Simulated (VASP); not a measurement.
Runs of VASP 6.6.1 on GaGe3. The structure is that of space group Pm-3m (No. 221), or close to it. The cells are those of the table. 

```csv
level,potentials or basis,spin,cell,gap on the mesh (eV),pressure (GPa)
LDA,"VASP PAW LDA potentials, release 64 (Ge_d, Ga_d)",off,"a = 4.335 Å, 4 atoms",none,(a)
LDA,"VASP PAW LDA potentials, release 64 (Ge_d, Ga_d)",off,"a = 4.191 Å, 4 atoms",none,-1.4
PBE,"VASP PAW PBE potentials, release 64 (Ge_d, Ga_d)",off,"a = 4.221 Å, 4 atoms",none,2.4
PBEsol,"VASP PAW PBE potentials, release 64 (Ge_d, Ga_d)","non-collinear, zero start, SOC","a = 4.278 Å, 4 atoms",-,-3.4
```

Alike in all rows: task single point; k mesh 6 × 6 × 6; cutoff (eV) 520; smearing fermi-dirac 0.05 eV.

Q: Fill in the values left out.

A: (a) -6.5.

Caveats: the PAW data sets were made with another functional, which shifts forces and pressure a little (some runs).

A k mesh can miss the band edges, and rows without SOC leave out spin-orbit coupling on Ga, Ge.

A gap of «none» marks levels without a gap at the run's occupations.
